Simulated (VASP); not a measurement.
# CaO (P6_3mc) in VASP: a series of runs

Aim: see how the results for CaO move with the level of theory and the settings. Levels: PBE, r2SCAN. Tasks: single point.

All numbers are computed with VASP 6.6.1; they aren't measurements. Logs are shortened: lines on timing, memory, paths and dates and some standing lists are left out, and cuts for length are marked.

## 1. The cell of the first run

The structure is hexagonal, space group P6_3mc (No. 186). The conventional cell has a = 3.733 Å, b = 3.733 Å, c = 11.692 Å, α = 90.00°, β = 90.00°, γ = 120.00°. Ca (site symmetry 3m) has 4 O at 2.25 to 2.27 Å within 3.0 Å. Within 3.0 Å of Ca (site symmetry 3m) lie 4 O at 2.24 to 2.26 Å. Within 3.0 Å of O (site symmetry 3m) lie 4 Ca at 2.26 to 2.27 Å. Within 3.0 Å of O (site symmetry 3m) lie 4 Ca at 2.24 to 2.25 Å.

## 2. Single point, PBE

Input file INCAR:

```
  ALGO = Normal
  EDIFF = 1E-6
  ENCUT = 520
  GGA = PE
  ISIF = 2
  ISMEAR = -1
  LASPH = True
  LCHARG = False
  LREAL = False
  LWAVE = False
  NBANDS = 42
  NELM = 100
  PREC = Accurate
  SIGMA = 0.02
```

Input file KPOINTS:

```
k-points
0
Gamma
  12 12 2
```

Input file POSCAR:

```
CaO
1.0
    3.7328537632      0.0000000000      0.0000000000
   -1.8664268816      3.2327461875      0.0000000000
    0.0000000000      0.0000000000     11.6922807246
Ca O
4 4
Direct
    0.0000000000      0.0000000000     -0.0035776439
    0.3333333333      0.6666666667      0.2479206464
    0.0000000000      0.0000000000      0.4964223561
    0.6666666667      0.3333333333      0.7479206464
    0.0000000000      0.0000000000      0.1909536970
    0.3333333333      0.6666666667      0.4397033006
    0.0000000000      0.0000000000      0.6909536970
    0.6666666667      0.3333333333      0.9397033006
```

Potentials or basis: VASP PAW PBE potentials, release 64 (Ca_sv, O).

Run with:

```console
cat potpaw_PBE.64/Ca_sv/POTCAR potpaw_PBE.64/O/POTCAR > POTCAR
mpirun -np 1 vasp_std > vasp.out
```

OUTCAR:

```text
EDIFF = 1E-6
   ENCUT = 520
   GGA = PE
   ISIF = 2
   ISMEAR = -1
   LASPH = True
   LREAL = False
   NELM = 100
   PREC = Accurate

 ion  position               nearest neighbor table
   1  0.000  0.000  0.996-   8 2.25   8 2.25   8 2.25   5 2.27
   2  0.333  0.667  0.248-   6 2.24   5 2.26   5 2.26   5 2.26
   3  0.000  0.000  0.496-   6 2.25   6 2.25   6 2.25   7 2.27
   4  0.667  0.333  0.748-   8 2.24   7 2.26   7 2.26   7 2.26
   5  0.000  0.000  0.191-   2 2.26   2 2.26   2 2.26   1 2.27
   6  0.333  0.667  0.440-   2 2.24   3 2.25   3 2.25   3 2.25
   7  0.000  0.000  0.691-   4 2.26   4 2.26   4 2.26   3 2.27
   8  0.667  0.333  0.940-   4 2.24   1 2.25   1 2.25   1 2.25

  LATTYP: Found a hexagonal cell.
 ALAT       =     3.7328537632
 C/A-ratio  =     3.1322632673

  Lattice vectors:

 A1 = (   3.7328537632,   0.0000000000,   0.0000000000)
 A2 = (  -1.8664268816,   3.2327461875,   0.0000000000)
 A3 = (   0.0000000000,   0.0000000000,  11.6922807246)

Analysis of symmetry for initial positions (statically):
=====================================================================
 Subroutine PRICEL returns:
 Original cell was already a primitive cell.

 Routine SETGRP: Setting up the symmetry group for a
 hexagonal supercell.

 Subroutine GETGRP returns: Found 12 space group operations
 (whereof  6 operations were pure point group operations)
 out of a pool of 24 trial point group operations.

The static configuration has the point symmetry C_3v.
 The point group associated with its full space group is C_6v.

Analysis of symmetry for dynamics (positions and initial velocities):
=====================================================================
 Subroutine PRICEL returns:
 Original cell was already a primitive cell.

 Routine SETGRP: Setting up the symmetry group for a
 hexagonal supercell.

 Subroutine GETGRP returns: Found 12 space group operations
 (whereof  6 operations were pure point group operations)
 out of a pool of 24 trial point group operations.

The dynamic configuration has the point symmetry C_3v.
 The point group associated with its full space group is C_6v.

 Subroutine INISYM returns: Found 12 space group operations
 (whereof  6 operations are pure point group operations),
 and found     1 'primitive' translations

----------------------------------------------------------------------------------------

[... 109 lines left out ...]
   NFREE  =      0    steps in history (QN), initial steepest desc. (CG)
   ISIF   =      2    stress and relaxation
   ISYM   =      2    0-nonsym 1-usesym 2-fastsym
   POTIM  = 0.5000    time-step for ionic-motion
   TEBEG  =    0.0;   TEEND  =   0.0 temperature during run
   PSTRESS=    0.0 pullay stress
   NELECT =      64.0000    total number of electrons
   NUPDOWN=      -1.0000    fix difference up-down
   EMIN   =  10.00;   EMAX   =-10.00  energy-range for DOS
   EFERMI =   0.00;   METHOD = LEGACY
   ISMEAR =    -1;   SIGMA  =   0.02  broadening in eV -4-tet -1-fermi 0-gaus
   EFERMI_NEDOS =   21; number of points for ismear=-14 and -15
   IALGO  =     38    algorithm
   IMIX   =      4    mixing-type and parameters
     AMIX     =   0.40;   BMIX     =  1.00
     AMIX_MAG =   1.60;   BMIX_MAG =  1.00
  volume/ion in A,a.u.               =      17.64       119.02
  Fermi-wavevector in a.u.,A,eV,Ry     =   1.257856  2.377003 21.527157  1.582201
  Thomas-Fermi vector in A             =   2.391494
   LORBIT       =      0    0 simple, 1 ext, 2 COOP (PROOUT), +10 PAW based schemes
   GGA     = PE    functional components
   LHFCALC =     F    Hartree Fock is set to
   AEXX    =    0.0000 exact exchange contribution
   IVDW    =     0    specifies the selected vdW correction
   LEPSILON=     F    determine dielectric tensor
   LRPA    =     F    only Hartree local field effects (RPA)
 non-spin polarized calculation
  energy-cutoff  :      520.00
  volume of cell :      141.10
 maximum number of plane-waves:      3828
 NGX is ok and might be reduce to    28
   NGX = 13   NGY = 13   NGZ = 43

 number of electron      64.0000004 magnetization

 Free energy of the ion-electron system (eV)
  ---------------------------------------------------
  ext. energy  EPLUGINS =         0.00000000
  ---------------------------------------------------
  free energy    TOTEN  =       -49.91039582 eV

  energy without entropy =      -49.91039582  energy(sigma->0) =      -49.91039582

 E-fermi :   0.9375     XC(G=0):  -9.0642

 val. band max:        0.4499396079   @ k =   0.5000   0.0000   0.0000
 cond. band min:       3.8565448203   @ k =   0.0000   0.0000   0.0000
 fundamental gap:      3.4066052123
 Fermi energy:         0.9374831369

 k-point     1 :       0.0000    0.0000    0.0000
  band No.  band energies     occupation
      1     -36.6501      2.00000
      2     -36.6418      2.00000
      3     -36.5674      2.00000
      4     -36.5589      2.00000
      5     -18.2574      2.00000
      6     -17.9678      2.00000
[... 1069 lines left out ...]
     41       8.0028      0.00000
     42       8.0028      0.00000

 [... further k-points ...]

------------------------ aborting loop because EDIFF is reached ----------------------------------------

  FORCE on cell =-STRESS in cart. coord.  units (eV):
  Direction    XX          YY          ZZ          XY          YZ          ZX
  --------------------------------------------------------------------------------------
  -------------------------------------------------------------------------------------
  Total        1.6486135      1.6486135      1.7087920      0.0000000      0.0000000      0.0000000
  in kB       18.7205070     18.7205070     19.4038524      0.0000000      0.0000000      0.0000000
  external PRESSURE =      18.9482888 kB  Pullay stress =       0.0000000 kB

 VOLUME and BASIS-vectors are now :
 -----------------------------------------------------------------------------
  energy-cutoff  :      520.00
  volume of cell :      141.10
      direct lattice vectors                 reciprocal lattice vectors
     3.732853763  0.000000000  0.000000000     0.267891555  0.154667262  0.000000000
    -1.866426882  3.232746188  0.000000000     0.000000000  0.309334523  0.000000000
     0.000000000  0.000000000 11.692280725     0.000000000  0.000000000  0.085526513

 POSITION                                       TOTAL-FORCE (eV/Angst)
 -----------------------------------------------------------------------------------
      0.00000      0.00000     11.65045         0.000000     -0.000000      0.011544
     -0.00000      2.15516      2.89876        -0.000000     -0.000000     -0.008961
      0.00000      0.00000      5.80431        -0.000000      0.000000      0.011544
      1.86643      1.07758      8.74490        -0.000000      0.000000     -0.008961
      0.00000      0.00000      2.23268        -0.000000      0.000000     -0.004939
     -0.00000      2.15516      5.14113        -0.000000     -0.000000      0.002356
      0.00000      0.00000      8.07882         0.000000     -0.000000     -0.004939
      1.86643      1.07758     10.98727         0.000000     -0.000000      0.002356
 -----------------------------------------------------------------------------------
    total drift:                                0.000000      0.000000     -0.000382

  FREE ENERGIE OF THE ION-ELECTRON SYSTEM (eV)
  ---------------------------------------------------
  free  energy   TOTEN  =       -49.9103958158 eV

  energy  without entropy=      -49.9103958157  energy(sigma->0) =      -49.91039582
```

stdout:

```text
POSCAR found type information on POSCAR CaO
 POSCAR found :  2 types and       8 ions
 scaLAPACK will be used
 LDA part: xc-table for (Slater+PW92), standard interpolation
 POSCAR, INCAR and KPOINTS ok, starting setup
 FFT: planning ... GRIDC
 FFT: planning ... GRID_SOFT
 FFT: planning ... GRID
 WAVECAR not read
 entering main loop
```

Run time: 2.1 min. Hardware: 1 thread of AMD EPYC 9R45 (Zen 5), shared host; peak memory 0.31 GiB.

What came out:

```yaml
Free_energy: -49.9104 eV
Pressure: 1.9 GPa
Largest_force: 0.012 eV/Å
Band_gap_on_the_k_mesh: 3.41 eV (least direct gap 3.80 eV)
```

Forces in eV/Å, atoms in the order of the input:
```
Ca   0.000  0.000  0.012
Ca   0.000  0.000 -0.009
Ca   0.000  0.000  0.012
Ca   0.000  0.000 -0.009
O    0.000  0.000 -0.005
O    0.000  0.000  0.002
O    0.000  0.000 -0.005
O    0.000  0.000  0.002
```

A k mesh can miss the band edges.

## 3. Single point, PBE

This run uses another cell than the first one, of 17.97 Å³/atom.

Input file INCAR:

```
PREC = Accurate
ENCUT = 520
EDIFF = 1E-6
ISMEAR = -1
SIGMA = 0.02
LREAL = False
LASPH = True
NELM = 80
ALGO = Normal
ISIF = 2
LWAVE = False
LCHARG = False
GGA = PE
NBANDS = 42
```

Input file KPOINTS:

```
regular mesh
0
Gamma
  12 12 2
```

Input file POSCAR:

```
CaO
1.0
    3.7465375674      0.0000000000      0.0000000000
   -1.8732687837      3.2445967096      0.0000000000
    0.0000000000      0.0000000000     11.8247967131
Ca O
4 4
Direct
    0.0000000000      0.0000000000     -0.0029931241
    0.3333333333      0.6666666667      0.2484055569
    0.0000000000      0.0000000000      0.4970068759
    0.6666666667      0.3333333333      0.7484055569
    0.0000000000      0.0000000000      0.1903829247
    0.3333333333      0.6666666667      0.4392046426
    0.0000000000      0.0000000000      0.6903829247
    0.6666666667      0.3333333333      0.9392046426
```

Potentials or basis: VASP PAW PBE potentials, release 64 (Ca_sv, O).

Run with:

```console
cat potpaw_PBE.64/Ca_sv/POTCAR potpaw_PBE.64/O/POTCAR > POTCAR
mpirun -np 1 vasp_std > vasp.out
```

OUTCAR:

```text
PREC = Accurate
   ENCUT = 520
   EDIFF = 1E-6
   ISMEAR = -1
   LREAL = False
   LASPH = True
   NELM = 80
   ISIF = 2
   GGA = PE

 ion  position               nearest neighbor table
   1  0.000  0.000  0.997-   8 2.27   8 2.27   8 2.27   5 2.29
   2  0.333  0.667  0.248-   6 2.26   5 2.27   5 2.27   5 2.27
   3  0.000  0.000  0.497-   6 2.27   6 2.27   6 2.27   7 2.29
   4  0.667  0.333  0.748-   8 2.26   7 2.27   7 2.27   7 2.27
   5  0.000  0.000  0.190-   2 2.27   2 2.27   2 2.27   1 2.29
   6  0.333  0.667  0.439-   2 2.26   3 2.27   3 2.27   3 2.27
   7  0.000  0.000  0.690-   4 2.27   4 2.27   4 2.27   3 2.29
   8  0.667  0.333  0.939-   4 2.26   1 2.27   1 2.27   1 2.27

  LATTYP: Found a hexagonal cell.
 ALAT       =     3.7465375674
 C/A-ratio  =     3.1561932852

  Lattice vectors:

 A1 = (   3.7465375674,   0.0000000000,   0.0000000000)
 A2 = (  -1.8732687837,   3.2445967096,   0.0000000000)
 A3 = (   0.0000000000,   0.0000000000,  11.8247967131)

Analysis of symmetry for initial positions (statically):
=====================================================================
 Subroutine PRICEL returns:
 Original cell was already a primitive cell.

 Routine SETGRP: Setting up the symmetry group for a
 hexagonal supercell.

 Subroutine GETGRP returns: Found 12 space group operations
 (whereof  6 operations were pure point group operations)
 out of a pool of 24 trial point group operations.

The static configuration has the point symmetry C_3v.
 The point group associated with its full space group is C_6v.

Analysis of symmetry for dynamics (positions and initial velocities):
=====================================================================
 Subroutine PRICEL returns:
 Original cell was already a primitive cell.

 Routine SETGRP: Setting up the symmetry group for a
 hexagonal supercell.

 Subroutine GETGRP returns: Found 12 space group operations
 (whereof  6 operations were pure point group operations)
 out of a pool of 24 trial point group operations.

The dynamic configuration has the point symmetry C_3v.
 The point group associated with its full space group is C_6v.

 Subroutine INISYM returns: Found 12 space group operations
 (whereof  6 operations are pure point group operations),
 and found     1 'primitive' translations

----------------------------------------------------------------------------------------

                                     Primitive cell

  volume of cell :     143.7423

  direct lattice vectors                    reciprocal lattice vectors
     3.746537567  0.000000000  0.000000000     0.266913112  0.154102357  0.000000000
    -1.873268784  3.244596710  0.000000000     0.000000000  0.308204714  0.000000000
     0.000000000  0.000000000 11.824796713     0.000000000  0.000000000  0.084568050

  length of vectors
     3.746537567  3.746537567 11.824796713     0.308204714  0.308204714  0.084568050

  position of ions in fractional coordinates (direct lattice)
     0.000000000  0.000000000  0.997006876
     0.333333333  0.666666667  0.248405557
     0.000000000  0.000000000  0.497006876
     0.666666667  0.333333333  0.748405557
     0.000000000  0.000000000  0.190382925
     0.333333333  0.666666667  0.439204643
     0.000000000  0.000000000  0.690382925
[... 46 lines left out ...]
  0.416667  0.000000  0.000000      6.000000
[... 16 lines left out ...]
  0.250000  0.000000  0.500000      6.000000
  0.333333  0.000000  0.500000      6.000000
 [... further k-points ...]
   k-points           NKPTS =     38   k-points in BZ     NKDIM =     38   number of bands    NBANDS=     42
   number of dos      NEDOS =    301   number of ions     NIONS =      8
   total plane-waves  NPLWV =  70560
   dimension x,y,z NGX =    28 NGY =   28 NGZ =   90
   dimension x,y,z NGXF=    56 NGYF=   56 NGZF=  180
   ions per type =               4   4
   NGX,Y,Z   is equivalent  to a cutoff of  12.42, 12.42, 12.65 a.u.
   NGXF,Y,Z  is equivalent  to a cutoff of  24.85, 24.85, 25.31 a.u.
 SYSTEM =  unknown system
   PREC   = accura    normal or accurate (medium, high low for compatibility)
   ISTART =      0    job   : 0-new  1-cont  2-samecut
   ICHARG =      2    charge: 1-file 2-atom 10-const
   ISPIN  =      1    spin polarized calculation?
   LNONCOLLINEAR =      F non collinear calculations
   LSORBIT =      F    spin-orbit coupling
   LASPH  =      T    aspherical Exc in radial PAW
   ENCUT  =  520.0 eV  38.22 Ry    6.18 a.u.   6.97  6.97 21.99*2*pi/ulx,y,z
   NELM   =     80;   NELMIN=  2; NELMDL= -5     # of ELM steps
   EDIFF  = 0.1E-05   stopping-criterion for ELM
   LREAL  =      F    real-space projection
   EDIFFG = 0.1E-04   stopping-criterion for IOM
   NSW    =      0    number of steps for IOM
   IBRION =     -1    ionic relax: 0-MD 1-quasi-New 2-CG
   NFREE  =      0    steps in history (QN), initial steepest desc. (CG)
   ISIF   =      2    stress and relaxation
   ISYM   =      2    0-nonsym 1-usesym 2-fastsym
   POTIM  = 0.5000    time-step for ionic-motion
   TEBEG  =    0.0;   TEEND  =   0.0 temperature during run
   PSTRESS=    0.0 pullay stress
   NELECT =      64.0000    total number of electrons
   NUPDOWN=      -1.0000    fix difference up-down
   EMIN   =  10.00;   EMAX   =-10.00  energy-range for DOS
   EFERMI =   0.00;   METHOD = LEGACY
   ISMEAR =    -1;   SIGMA  =   0.02  broadening in eV -4-tet -1-fermi 0-gaus
   EFERMI_NEDOS =   21; number of points for ismear=-14 and -15
   IALGO  =     38    algorithm
   IMIX   =      4    mixing-type and parameters
     AMIX     =   0.40;   BMIX     =  1.00
     AMIX_MAG =   1.60;   BMIX_MAG =  1.00
  volume/ion in A,a.u.               =      17.97       121.25
  Fermi-wavevector in a.u.,A,eV,Ry     =   1.250086  2.362321 21.262038  1.562716
  Thomas-Fermi vector in A             =   2.384097
   LORBIT       =      0    0 simple, 1 ext, 2 COOP (PROOUT), +10 PAW based schemes
   GGA     = PE    functional components
   LHFCALC =     F    Hartree Fock is set to
   AEXX    =    0.0000 exact exchange contribution
   IVDW    =     0    specifies the selected vdW correction
   LEPSILON=     F    determine dielectric tensor
   LRPA    =     F    only Hartree local field effects (RPA)
 non-spin polarized calculation
  energy-cutoff  :      520.00
  volume of cell :      143.74
 maximum number of plane-waves:      3893
 NGX is ok and might be reduce to    28
   NGX = 13   NGY = 13   NGZ = 43

 number of electron      64.0000008 magnetization

 Free energy of the ion-electron system (eV)
  ---------------------------------------------------
  ext. energy  EPLUGINS =         0.00000000
  ---------------------------------------------------
  free energy    TOTEN  =       -49.93194440 eV

  energy without entropy =      -49.93194440  energy(sigma->0) =      -49.93194440

 E-fermi :   0.9228     XC(G=0):  -8.9836

 val. band max:        0.3722354861   @ k =   0.5000   0.0000   0.0000
 cond. band min:       3.7093081131   @ k =   0.0000   0.0000   0.0000
 fundamental gap:      3.3370726270
 Fermi energy:         0.9228364162

 k-point     1 :       0.0000    0.0000    0.0000
  band No.  band energies     occupation
      1     -36.8105      2.00000
      2     -36.8034      2.00000
      3     -36.7325      2.00000
      4     -36.7253      2.00000
      5     -18.3732      2.00000
      6     -18.1025      2.00000
[... 1069 lines left out ...]
     41       7.8246      0.00000
     42       7.8246      0.00000

 [... further k-points ...]

------------------------ aborting loop because EDIFF is reached ----------------------------------------

  FORCE on cell =-STRESS in cart. coord.  units (eV):
  Direction    XX          YY          ZZ          XY          YZ          ZX
  --------------------------------------------------------------------------------------
  -------------------------------------------------------------------------------------
  Total        0.4088248      0.4088248      0.3724252      0.0000000      0.0000000     -0.0000000
  in kB        4.5568355      4.5568355      4.1511183      0.0000000      0.0000000     -0.0000000
  external PRESSURE =       4.4215964 kB  Pullay stress =       0.0000000 kB

 VOLUME and BASIS-vectors are now :
 -----------------------------------------------------------------------------
  energy-cutoff  :      520.00
  volume of cell :      143.74
      direct lattice vectors                 reciprocal lattice vectors
     3.746537567  0.000000000  0.000000000     0.266913112  0.154102357  0.000000000
    -1.873268784  3.244596710  0.000000000     0.000000000  0.308204714  0.000000000
     0.000000000  0.000000000 11.824796713     0.000000000  0.000000000  0.084568050

 POSITION                                       TOTAL-FORCE (eV/Angst)
 -----------------------------------------------------------------------------------
      0.00000      0.00000     11.78940        -0.000000     -0.000000      0.000699
     -0.00000      2.16306      2.93735        -0.000000      0.000000     -0.005907
      0.00000      0.00000      5.87701        -0.000000     -0.000000      0.000699
      1.87327      1.08153      8.84974         0.000000     -0.000000     -0.005907
      0.00000      0.00000      2.25124         0.000000     -0.000000      0.000194
     -0.00000      2.16306      5.19351         0.000000     -0.000000      0.005013
      0.00000      0.00000      8.16364        -0.000000     -0.000000      0.000194
      1.87327      1.08153     11.10590        -0.000000      0.000000      0.005013
 -----------------------------------------------------------------------------------
    total drift:                                0.000000      0.000000      0.000344

  FREE ENERGIE OF THE ION-ELECTRON SYSTEM (eV)
  ---------------------------------------------------
  free  energy   TOTEN  =       -49.9319444016 eV

  energy  without entropy=      -49.9319444016  energy(sigma->0) =      -49.93194440
```

Wall time 2.1 min (1 thread of AMD EPYC 9R45 (Zen 5), shared host); peak memory 0.31 GiB.

Results:

```
Free energy            : -49.9319 eV
Pressure               : 0.4 GPa
Largest force          : 0.006 eV/Å
Band gap on the k mesh : 3.34 eV (least direct gap 3.70 eV)
```

Forces on the atoms (eV/Å):
```
Ca   0.000  0.000  0.001
Ca   0.000  0.000 -0.006
Ca   0.000  0.000  0.001
Ca   0.000  0.000 -0.006
O    0.000  0.000  0.000
O    0.000  0.000  0.005
O    0.000  0.000  0.000
O    0.000  0.000  0.005
```

(Continued in part 2 of 2.)
